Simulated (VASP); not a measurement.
# BeTe (F-43m) in VASP: settings compared, part 2 of 2

VASP 6.6.1. The steps go on from the part before.

## Step 3: Single point, PBEsol

Input file INCAR:

```
ALGO = Normal
EDIFF = 1E-6
ENCUT = 600
GGA = PS
GGA_COMPAT = False
ISIF = 2
ISMEAR = 0
LASPH = True
LCHARG = False
LREAL = False
LWAVE = False
NBANDS = 11
NELM = 120
PREC = Accurate
SIGMA = 0.01
```

Input file KPOINTS:

```
k-points
0
Gamma
  6 6 6
```

Input file POSCAR:

```
BeTe
1.0
    0.0000000000      2.8286236224      2.8286236224
    2.8286236224      0.0000000000      2.8286236224
    2.8286236224      2.8286236224      0.0000000000
Be Te
1 1
Direct
    0.0000000000      0.0000000000      0.0000000000
    0.2500000000      0.2500000000      0.2500000000
```

Potentials or basis: VASP PAW PBE potentials, release 64 (Be, Te).

Command:

```sh
> cat potpaw_PBE.64/Be/POTCAR potpaw_PBE.64/Te/POTCAR > POTCAR
> mpirun -np 1 vasp_std > vasp.out
```

OUTCAR:

```text
EDIFF = 1E-6
   ENCUT = 600
   GGA = PS
   ISIF = 2
   ISMEAR = 0
   LASPH = True
   LREAL = False
   NELM = 120
   PREC = Accurate

 ion  position               nearest neighbor table
   1  0.000  0.000  0.000-   2 2.45   2 2.45   2 2.45   2 2.45
   2  0.250  0.250  0.250-   1 2.45   1 2.45   1 2.45   1 2.45

  LATTYP: Found a face centered cubic cell.
 ALAT       =     5.6572472448

  Lattice vectors:

 A1 = (   0.0000000000,   2.8286236224,   2.8286236224)
 A2 = (   2.8286236224,   0.0000000000,   2.8286236224)
 A3 = (   2.8286236224,   2.8286236224,   0.0000000000)

Analysis of symmetry for initial positions (statically):
=====================================================================
 Subroutine PRICEL returns:
 Original cell was already a primitive cell.

 Routine SETGRP: Setting up the symmetry group for a
 face centered cubic supercell.

 Subroutine GETGRP returns: Found 24 space group operations
 (whereof 24 operations were pure point group operations)
 out of a pool of 48 trial point group operations.

The static configuration has the point symmetry T_d .

Analysis of symmetry for dynamics (positions and initial velocities):
=====================================================================
 Subroutine PRICEL returns:
 Original cell was already a primitive cell.

 Routine SETGRP: Setting up the symmetry group for a
 face centered cubic supercell.

 Subroutine GETGRP returns: Found 24 space group operations
 (whereof 24 operations were pure point group operations)
 out of a pool of 48 trial point group operations.

The dynamic configuration has the point symmetry T_d .

 Subroutine INISYM returns: Found 24 space group operations
 (whereof 24 operations are pure point group operations),
 and found     1 'primitive' translations

----------------------------------------------------------------------------------------

                                     Primitive cell
[... 107 lines left out ...]
   GGA     = PS    functional components
   LHFCALC =     F    Hartree Fock is set to
   AEXX    =    0.0000 exact exchange contribution
   IVDW    =     0    specifies the selected vdW correction
   LEPSILON=     F    determine dielectric tensor
   LRPA    =     F    only Hartree local field effects (RPA)
 non-spin polarized calculation
 Gauss-broadening in eV      SIGMA  =   0.01
  energy-cutoff  :      600.00
  volume of cell :       45.26
 maximum number of plane-waves:      1527
   NGX = 15   NGY = 15   NGZ = 15

 number of electron       8.0000000 magnetization

 Free energy of the ion-electron system (eV)
  ---------------------------------------------------
  ext. energy  EPLUGINS =         0.00000000
  ---------------------------------------------------
  free energy    TOTEN  =        -8.20536948 eV

  energy without entropy =       -8.20536948  energy(sigma->0) =       -8.20536948

 E-fermi :   4.9443     XC(G=0):  -9.1476

 val. band max:        4.8566269664   @ k =   0.0000   0.0000   0.0000
 cond. band min:       6.7410728379   @ k =   0.5000   0.5000   0.0000
 fundamental gap:      1.8844458715
 Fermi energy:         4.9443242742

 k-point     1 :       0.0000    0.0000    0.0000
  band No.  band energies     occupation
      1      -7.3878      2.00000
      2       4.8566      2.00000
      3       4.8566      2.00000
      4       4.8566      2.00000
      5       8.4656      0.00000
      6       8.4656      0.00000
      7       8.4656      0.00000
      8       8.4915      0.00000
      9      13.0229      0.00000
     10      15.0676      0.00000
     11      15.0676      0.00000
[... 197 lines left out ...]
 k-point    16 :      -0.3333    0.5000    0.1667
  band No.  band energies     occupation
      1      -5.5690      2.00000
      2       0.1324      2.00000
      3       1.5069      2.00000
      4       1.8021      2.00000
      5       8.4798      0.00000
      6       9.0845      0.00000
      7      12.0946      0.00000
      8      12.4059      0.00000
      9      15.7031      0.00000
     10      16.4625      0.00000
     11      17.6156      0.00000

------------------------ aborting loop because EDIFF is reached ----------------------------------------

  FORCE on cell =-STRESS in cart. coord.  units (eV):
  Direction    XX          YY          ZZ          XY          YZ          ZX
  --------------------------------------------------------------------------------------
  -------------------------------------------------------------------------------------
  Total       -0.3734535     -0.3734535     -0.3734535      0.0000000     -0.0000000      0.0000000
  in kB      -13.2187894    -13.2187894    -13.2187894      0.0000000     -0.0000000      0.0000000
  external PRESSURE =     -13.2187894 kB  Pullay stress =       0.0000000 kB

 VOLUME and BASIS-vectors are now :
 -----------------------------------------------------------------------------
  energy-cutoff  :      600.00
  volume of cell :       45.26
      direct lattice vectors                 reciprocal lattice vectors
     0.000000000  2.828623622  2.828623622    -0.176764415  0.176764415  0.176764415
     2.828623622  0.000000000  2.828623622     0.176764415 -0.176764415  0.176764415
     2.828623622  2.828623622  0.000000000     0.176764415  0.176764415 -0.176764415

 POSITION                                       TOTAL-FORCE (eV/Angst)
 -----------------------------------------------------------------------------------
      0.00000      0.00000      0.00000        -0.000000      0.000000     -0.000000
      1.41431      1.41431      1.41431         0.000000     -0.000000      0.000000
 -----------------------------------------------------------------------------------
    total drift:                                0.000000      0.000000      0.000000

  FREE ENERGIE OF THE ION-ELECTRON SYSTEM (eV)
  ---------------------------------------------------
  free  energy   TOTEN  =        -8.2053694788 eV

  energy  without entropy=       -8.2053694788  energy(sigma->0) =       -8.20536948
```

stdout:

```text
POSCAR found type information on POSCAR BeTe
 POSCAR found :  2 types and       2 ions
 scaLAPACK will be used
 -----------------------------------------------------------------------------
|                                                                             |
|                                                                             |
|     You enforced a specific xc type in the INCAR file but a different       |
|     I HOPE YOU KNOW WHAT YOU ARE DOING!                                     |
|                                                                             |
 -----------------------------------------------------------------------------

 LDA part: xc-table for (Slater+PW92), standard interpolation
 POSCAR, INCAR and KPOINTS ok, starting setup
 FFT: planning ... GRIDC
 FFT: planning ... GRID_SOFT
 FFT: planning ... GRID
 WAVECAR not read
 entering main loop
```

Wall time 5.9 s (1 thread of AMD EPYC 9R45 (Zen 5), shared host); peak memory 0.15 GiB.

Results:

```yaml
Free_energy: -8.2054 eV
Pressure: -1.3 GPa
Band_gap_on_the_k_mesh: 1.88 eV, indirect (least direct gap 3.61 eV)
```

Caveat: the PAW data sets were made with another functional, which shifts forces and pressure a little; spin-orbit coupling is left out, which moves the levels of the heavy elements. A k mesh can miss the band edges.
